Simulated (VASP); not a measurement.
# Ge2N (P4_2/nmc) in VASP: a series of runs

Ge2N is run at these levels: PBE; tasks: relaxation of cell and atoms, single point.

Everything below comes from runs of VASP 6.6.1. Logs are shortened: lines on timing, memory, paths and dates and some standing lists are left out, and cuts for length are marked.

### 1 The cell of the first run

Symmetry: P4_2/nmc, No. 137, tetragonal system. The conventional cell has a = 4.200 Å, b = 4.200 Å, c = 5.469 Å, α = 90.00°, β = 90.00°, γ = 90.00°. Ge (site symmetry 2mm) has 2 N at 2.10 Å and 2 Ge at 2.73 Å within 2.8 Å. Within 2.8 Å of N (site symmetry -4m2) lie 4 Ge at 2.10 Å.

### 2 Relaxation of cell and atoms, PBE

Contents of INCAR:

```
SYSTEM = Ge2N
PREC = Accurate
ENCUT = 600
EDIFF = 1E-6
ISMEAR = 0
SIGMA = 0.1
LREAL = .False.
LASPH = .True.
NELM = 100
ALGO = Normal
ISIF = 3
LWAVE = .False.
LCHARG = .False.
GGA = PE
IBRION = 2
NSW = 100
EDIFFG = -0.01
```

Contents of KPOINTS:

```
Automatic mesh
0
Gamma
  10 10 8
  0 0 0
```

Contents of POSCAR:

```
Ge2N
1.0
    4.1997957071      0.0000000000      0.0000000000
    0.0000000000      4.1997957071      0.0000000000
    0.0000000000      0.0000000000      5.4690024942
Ge N
4 2
Direct
    0.5000000000      0.0000000000      0.4913180533
    0.5000000000      0.0000000000      0.9913180533
    0.0000000000      0.5000000000      0.0086819467
    0.0000000000      0.5000000000      0.5086819467
    0.0000000000      0.0000000000      0.0000000000
    0.5000000000      0.5000000000      0.5000000000
```

Potentials or basis: VASP PAW PBE potentials, release 64 (Ge_d, N).

Run with:

```
cat potpaw_PBE.64/Ge_d/POTCAR potpaw_PBE.64/N/POTCAR > POTCAR
mpirun -np 1 vasp_std > vasp.out
```

OUTCAR:

```text
SYSTEM = Ge2N
   PREC = Accurate
   ENCUT = 600
   EDIFF = 1E-6
   ISMEAR = 0
   LREAL = .False.
   LASPH = .True.
   NELM = 100
   ISIF = 3
   GGA = PE
   IBRION = 2
   NSW = 100
   EDIFFG = -0.01

 ion  position               nearest neighbor table
   1  0.500  0.000  0.491-   6 2.10   6 2.10   2 2.73   2 2.73
   2  0.500  0.000  0.991-   5 2.10   5 2.10   1 2.73   1 2.73
   3  0.000  0.500  0.009-   5 2.10   5 2.10   4 2.73   4 2.73
   4  0.000  0.500  0.509-   6 2.10   6 2.10   3 2.73   3 2.73
   5  0.000  0.000  0.000-   2 2.10   3 2.10   3 2.10   2 2.10
   6  0.500  0.500  0.500-   1 2.10   4 2.10   1 2.10   4 2.10

  LATTYP: Found a simple tetragonal cell.
 ALAT       =     4.1997957071
 C/A-ratio  =     1.3022067919

  Lattice vectors:

 A1 = (   4.1997957071,   0.0000000000,   0.0000000000)
 A2 = (   0.0000000000,   4.1997957071,   0.0000000000)
 A3 = (   0.0000000000,   0.0000000000,   5.4690024942)

Analysis of symmetry for initial positions (statically):
=====================================================================
 Subroutine PRICEL returns:
 Original cell was already a primitive cell.

 Routine SETGRP: Setting up the symmetry group for a
 simple tetragonal supercell.

 Subroutine GETGRP returns: Found 16 space group operations
 (whereof  8 operations were pure point group operations)
 out of a pool of 16 trial point group operations.

The static configuration has the point symmetry D_2d.
 The point group associated with its full space group is D_4h.

Analysis of symmetry for dynamics (positions and initial velocities):
=====================================================================
 Subroutine PRICEL returns:
 Original cell was already a primitive cell.

 Routine SETGRP: Setting up the symmetry group for a
 simple tetragonal supercell.

 Subroutine GETGRP returns: Found 16 space group operations
 (whereof  8 operations were pure point group operations)
 out of a pool of 16 trial point group operations.

The dynamic configuration has the point symmetry D_2d.
 The point group associated with its full space group is D_4h.

 Subroutine INISYM returns: Found 16 space group operations
 (whereof  8 operations are pure point group operations),
 and found     1 'primitive' translations

----------------------------------------------------------------------------------------

                                     Primitive cell

  volume of cell :      96.4638

  direct lattice vectors                    reciprocal lattice vectors
     4.199795707  0.000000000  0.000000000     0.238106820  0.000000000  0.000000000
     0.000000000  4.199795707  0.000000000     0.000000000  0.238106820  0.000000000
     0.000000000  0.000000000  5.469002494     0.000000000  0.000000000  0.182848701

  length of vectors
     4.199795707  4.199795707  5.469002494     0.238106820  0.238106820  0.182848701

  position of ions in fractional coordinates (direct lattice)
     0.500000000  0.000000000  0.491318053
     0.500000000  0.000000000  0.991318053
     0.000000000  0.500000000  0.008681947
     0.000000000  0.500000000  0.508681947
     0.000000000  0.000000000  0.000000000
     0.500000000  0.500000000  0.500000000

  ion indices of the primitive-cell ions
   primitive index   ion index
                 1           1
                 2           2
                 3           3
                 4           4
                 5           5
                 6           6

----------------------------------------------------------------------------------------

 KPOINTS: Automatic mesh

Automatic generation of k-mesh.
 Grid dimensions read from file:
 generate k-points for:   10   10    8

 Generating k-lattice:

  Cartesian coordinates                     Fractional coordinates (reciprocal lattice)
     0.023810682  0.000000000  0.000000000     0.100000000  0.000000000  0.000000000
     0.000000000  0.023810682  0.000000000     0.000000000  0.100000000  0.000000000
     0.000000000  0.000000000  0.022856088     0.000000000  0.000000000  0.125000000

  Length of vectors
     0.023810682  0.023810682  0.022856088

  Shift w.r.t. Gamma in fractional coordinates (k-lattice)
     0.000000000  0.000000000  0.000000000

 Subroutine IBZKPT returns following result:
 ===========================================

 Found    105 irreducible k-points:

 Following reciprocal coordinates:
            Coordinates               Weight
  0.000000  0.000000  0.000000      1.000000
  0.100000  0.000000  0.000000      4.000000
  0.200000  0.000000  0.000000      4.000000
  0.300000  0.000000  0.000000      4.000000
  0.400000  0.000000  0.000000      4.000000
  0.500000  0.000000  0.000000      2.000000
[... 16 lines left out ...]
  0.100000  0.000000  0.125000      8.000000
  0.200000  0.000000  0.125000      8.000000
 [... further k-points ...]
   k-points           NKPTS =    105   k-points in BZ     NKDIM =    105   number of bands    NBANDS=     39
   number of dos      NEDOS =    301   number of ions     NIONS =      6
   total plane-waves  NPLWV =  62208
   dimension x,y,z NGX =    36 NGY =   36 NGZ =   48
   dimension x,y,z NGXF=    72 NGYF=   72 NGZF=   96
   ions per type =               4   2
   NGX,Y,Z   is equivalent  to a cutoff of  14.25, 14.25, 14.59 a.u.
   NGXF,Y,Z  is equivalent  to a cutoff of  28.50, 28.50, 29.18 a.u.
 SYSTEM =  Ge2N
   PREC   = accura    normal or accurate (medium, high low for compatibility)
   ISTART =      0    job   : 0-new  1-cont  2-samecut
   ICHARG =      2    charge: 1-file 2-atom 10-const
   ISPIN  =      1    spin polarized calculation?
   LNONCOLLINEAR =      F non collinear calculations
   LSORBIT =      F    spin-orbit coupling
   LASPH  =      T    aspherical Exc in radial PAW
   ENCUT  =  600.0 eV  44.10 Ry    6.64 a.u.   8.39  8.39 10.92*2*pi/ulx,y,z
   NELM   =    100;   NELMIN=  2; NELMDL= -5     # of ELM steps
   EDIFF  = 0.1E-05   stopping-criterion for ELM
   LREAL  =      F    real-space projection
   EDIFFG = -.1E-01   stopping-criterion for IOM
   NSW    =    100    number of steps for IOM
   IBRION =      2    ionic relax: 0-MD 1-quasi-New 2-CG
   NFREE  =      1    steps in history (QN), initial steepest desc. (CG)
   ISIF   =      3    stress and relaxation
   ISYM   =      2    0-nonsym 1-usesym 2-fastsym
   POTIM  = 0.5000    time-step for ionic-motion
   TEBEG  =    0.0;   TEEND  =   0.0 temperature during run
   PSTRESS=    0.0 pullay stress
   NELECT =      66.0000    total number of electrons
   NUPDOWN=      -1.0000    fix difference up-down
   EMIN   =  10.00;   EMAX   =-10.00  energy-range for DOS
   EFERMI =   0.00;   METHOD = LEGACY
   ISMEAR =     0;   SIGMA  =   0.10  broadening in eV -4-tet -1-fermi 0-gaus
   EFERMI_NEDOS =   21; number of points for ismear=-14 and -15
   IALGO  =     38    algorithm
   IMIX   =      4    mixing-type and parameters
     AMIX     =   0.40;   BMIX     =  1.00
     AMIX_MAG =   1.60;   BMIX_MAG =  1.00
  volume/ion in A,a.u.               =      16.08       108.49
  Fermi-wavevector in a.u.,A,eV,Ry     =   1.442563  2.726048 28.313544  2.080987
  Thomas-Fermi vector in A             =   2.561069
   LORBIT       =      0    0 simple, 1 ext, 2 COOP (PROOUT), +10 PAW based schemes
   GGA     = PE    functional components
   LHFCALC =     F    Hartree Fock is set to
   AEXX    =    0.0000 exact exchange contribution
   IVDW    =     0    specifies the selected vdW correction
   LEPSILON=     F    determine dielectric tensor
   LRPA    =     F    only Hartree local field effects (RPA)
 conjugate gradient relaxation of ions
 non-spin polarized calculation
 Gauss-broadening in eV      SIGMA  =   0.10
  energy-cutoff  :      600.00
  volume of cell :       96.46
 maximum number of plane-waves:      3270
 NGX is ok and might be reduce to    36
   NGX = 17   NGY = 17   NGZ = 21

--------------------------------------- Ionic step        1  -------------------------------------------

 number of electron      66.0000013 magnetization

 Free energy of the ion-electron system (eV)
  ---------------------------------------------------
  ext. energy  EPLUGINS =         0.00000000
  ---------------------------------------------------
  free energy    TOTEN  =       -29.14519287 eV

  energy without entropy =      -29.12365646  energy(sigma->0) =      -29.13442467

------------------------ aborting loop because EDIFF is reached ----------------------------------------

  FORCE on cell =-STRESS in cart. coord.  units (eV):
  Direction    XX          YY          ZZ          XY          YZ          ZX
  --------------------------------------------------------------------------------------
  -------------------------------------------------------------------------------------
  Total        0.1976669      0.1976669     -0.9308721      0.0000000     -0.0000000      0.0000000
  in kB        3.2830688      3.2830688    -15.4609482      0.0000000     -0.0000000      0.0000000
  external PRESSURE =      -2.9649369 kB  Pullay stress =       0.0000000 kB

 VOLUME and BASIS-vectors are now :
 -----------------------------------------------------------------------------
  energy-cutoff  :      600.00
  volume of cell :       96.46
      direct lattice vectors                 reciprocal lattice vectors
     4.199795707  0.000000000  0.000000000     0.238106820  0.000000000  0.000000000
     0.000000000  4.199795707  0.000000000     0.000000000  0.238106820  0.000000000
     0.000000000  0.000000000  5.469002494     0.000000000  0.000000000  0.182848701
[... 81 lines left out ...]
 POSITION                                       TOTAL-FORCE (eV/Angst)
 -----------------------------------------------------------------------------------
      2.10651     -0.00000      2.64591        -0.000000      0.000000     -0.007101
      2.10651     -0.00000      5.33985         0.000000      0.000000     -0.007101
      0.00000      2.10651      0.04804         0.000000     -0.000000      0.007101
      0.00000      2.10651      2.74198         0.000000     -0.000000      0.007101
      0.00000     -0.00000      0.00000         0.000000      0.000000      0.000000
      2.10651      2.10651      2.69395        -0.000000      0.000000      0.000000
 -----------------------------------------------------------------------------------
    total drift:                                0.000000      0.000000      0.000000

  FREE ENERGIE OF THE ION-ELECTRON SYSTEM (eV)
  ---------------------------------------------------
  free  energy   TOTEN  =       -29.1516095683 eV

  energy  without entropy=      -29.1308823293  energy(sigma->0) =      -29.14124595

--------------------------------------- Ionic step        4  -------------------------------------------

 number of electron      65.9999978 magnetization

 Free energy of the ion-electron system (eV)
  ---------------------------------------------------
  ext. energy  EPLUGINS =         0.00000000
  ---------------------------------------------------
  free energy    TOTEN  =       -29.15176434 eV

  energy without entropy =      -29.13090557  energy(sigma->0) =      -29.14133496

 E-fermi :   5.6419     XC(G=0): -10.9725

 val. band max:        5.6397982317   @ k =   0.4000   0.0000   0.1250
 cond. band min:       5.6432826016   @ k =   0.2000   0.2000   0.3750
 fundamental gap:      0.0034843699
 Fermi energy:         5.6418788988

 k-point     1 :       0.0000    0.0000    0.0000
  band No.  band energies     occupation
      1     -19.1571      2.00000
      2     -19.1468      2.00000
      3     -19.1234      2.00000
      4     -19.1211      2.00000
      5     -19.1087      2.00000
      6     -19.0948      2.00000
[... 997 lines left out ...]
     38       7.6571      0.00000
     39      12.0390      0.00000

 [... further k-points ...]
[... 5 lines left out ...]
  --------------------------------------------------------------------------------------
  -------------------------------------------------------------------------------------
  Total       -0.0504966     -0.0504966     -0.0200589      0.0000000     -0.0000000      0.0000000
  in kB       -0.8450835     -0.8450835     -0.3356948      0.0000000     -0.0000000      0.0000000
  external PRESSURE =      -0.6752873 kB  Pullay stress =       0.0000000 kB

 VOLUME and BASIS-vectors are now :
 -----------------------------------------------------------------------------
  energy-cutoff  :      600.00
  volume of cell :       95.74
      direct lattice vectors                 reciprocal lattice vectors
     4.211400089  0.000000000  0.000000000     0.237450724  0.000000000  0.000000000
     0.000000000  4.211400089  0.000000000     0.000000000  0.237450724  0.000000000
     0.000000000 -0.000000000  5.397838861     0.000000000  0.000000000  0.185259328

 POSITION                                       TOTAL-FORCE (eV/Angst)
 -----------------------------------------------------------------------------------
      2.10570     -0.00000      2.65095        -0.000000      0.000000     -0.007887
      2.10570     -0.00000      5.34987        -0.000000      0.000000     -0.007887
      0.00000      2.10570      0.04797        -0.000000     -0.000000      0.007887
      0.00000      2.10570      2.74689         0.000000     -0.000000      0.007887
      0.00000      0.00000      0.00000        -0.000000      0.000000      0.000000
      2.10570      2.10570      2.69892         0.000000     -0.000000      0.000000
 -----------------------------------------------------------------------------------
    total drift:                                0.000000      0.000000     -0.000000

  FREE ENERGIE OF THE ION-ELECTRON SYSTEM (eV)
  ---------------------------------------------------
  free  energy   TOTEN  =       -29.1517643389 eV

  energy  without entropy=      -29.1309055746  energy(sigma->0) =      -29.14133496

 reached required accuracy - stopping structural energy minimisation
```

It took 20 min on 1 thread of Intel Xeon 6975P-C, shared host; peak memory 0.5 GiB.

What came out:

| Quantity | Value |
| --- | --- |
| Free energy | -29.1518 eV |
| Relaxed volume | 15.96 Å³/atom |
| Relaxed cell | a = 4.211 Å, b = 4.211 Å, c = 5.398 Å, α = 90.00°, β = 90.00°, γ = 90.00° |
| Space group after relaxing (to 0.05 Å) | P4_2/nmc (No. 137) |
| Energy gained by relaxing | 1.1 meV/atom |
| Ionic steps | 4 |
| Pressure after relaxing | -0.1 GPa |
| Largest force after relaxing | 0.008 eV/Å |
| Band gap on the k mesh | zero (band 33 reaches 7.80 eV, above the bottom of band 34 at 4.66 eV) |

Forces on the atoms (eV/Å):
```
Ge   0.000  0.000 -0.008
Ge   0.000  0.000 -0.008
Ge   0.000  0.000  0.008
Ge   0.000  0.000  0.008
N    0.000  0.000  0.000
N    0.000  0.000  0.000
```

Step by step:
```csv
step,energy change (eV),largest force (eV/Å),pressure (GPa),volume (Å³)
1,0.0000,0.0133,-0.30,96.46
2,-0.0054,0.0102,-0.15,96.05
3,-0.0064,0.0071,0.00,95.63
4,-0.0066,0.0079,-0.07,95.74
```

Final structure:
```cif
data_structure
_symmetry_space_group_name_H-M 'P 1'
_symmetry_Int_Tables_number 1
_cell_length_a 4.2114
_cell_length_b 4.2114
_cell_length_c 5.3978
_cell_angle_alpha 90.000
_cell_angle_beta 90.000
_cell_angle_gamma 90.000
_cell_volume 95.74
loop_
_atom_site_label
_atom_site_type_symbol
_atom_site_fract_x
_atom_site_fract_y
_atom_site_fract_z
_atom_site_occupancy
Ge1 Ge 0.50000 0.00000 0.49111 1
Ge2 Ge 0.50000 0.00000 0.99111 1
Ge3 Ge 0.00000 0.50000 0.00889 1
Ge4 Ge 0.00000 0.50000 0.50889 1
N1 N 0.00000 0.00000 0.00000 1
N2 N 0.50000 0.50000 0.50000 1
```

### 3 Single point, PBE

Contents of INCAR:

```
ALGO = Normal ; EDIFF = 1E-6
ENCUT = 520 ; GGA = PE
ISIF = 2 ; ISMEAR = 0
LASPH = T ; LCHARG = F
LREAL = F ; LWAVE = F
NBANDS = 42 ; NELM = 80
PREC = Accurate ; SIGMA = 0.1
```

Contents of KPOINTS:

```
k-points
0
Gamma
  4 4 4
```

POSCAR is that of step 2.

Potentials or basis: VASP PAW PBE potentials, release 64 (Ge_d, N).

Run with:

```
cat potpaw_PBE.64/Ge_d/POTCAR potpaw_PBE.64/N/POTCAR > POTCAR
mpirun -np 1 vasp_std > vasp.out
```

It took 37 s on 1 thread of Intel Xeon 6975P-C (Granite Rapids), shared host; peak memory 0.21 GiB.

The run converged. Its results:

| Item | Value |
| --- | --- |
| Free energy | -29.5460 eV |
| Pressure | 0.0 GPa |
| Largest force | 0.004 eV/Å |
| Band gap on the k mesh | zero (band 33 reaches 7.69 eV, above the bottom of band 34 at 4.65 eV) |

Forces in eV/Å, atoms in the order of the input:
```
Ge   0.000  0.000  0.004
Ge   0.000  0.000  0.004
Ge   0.000  0.000 -0.004
Ge   0.000  0.000 -0.004
N    0.000  0.000  0.000
N    0.000  0.000  0.000
```

Levels at points of the mesh, in eV from the Fermi level:
```
           k point  band 29  band 30  band 31  band 32  band 33  band 34  band 35  band 36
(0.00, 0.00, 0.00)    -5.30    -5.19    -2.82    -1.88    -0.79     1.46     2.43     2.43
(0.50, 0.00, 0.00)    -4.34    -4.34    -0.15    -0.15     0.04     0.04     0.82     0.82
(0.50, 0.50, 0.00)    -2.80    -2.80    -2.51    -2.51     0.52     0.52     1.79     1.79
(0.00, 0.00, 0.50)    -5.65    -5.65    -2.29    -2.29     2.03     2.03     2.18     2.18
(0.50, 0.00, 0.50)    -2.84    -2.84     0.50     0.50     0.56     0.56     0.84     0.84
(0.50, 0.50, 0.50)    -0.95    -0.95    -0.29    -0.29    -0.29    -0.29     3.33     3.33
```

Caveat: the k points lie up to 0.37 Å⁻¹ apart.
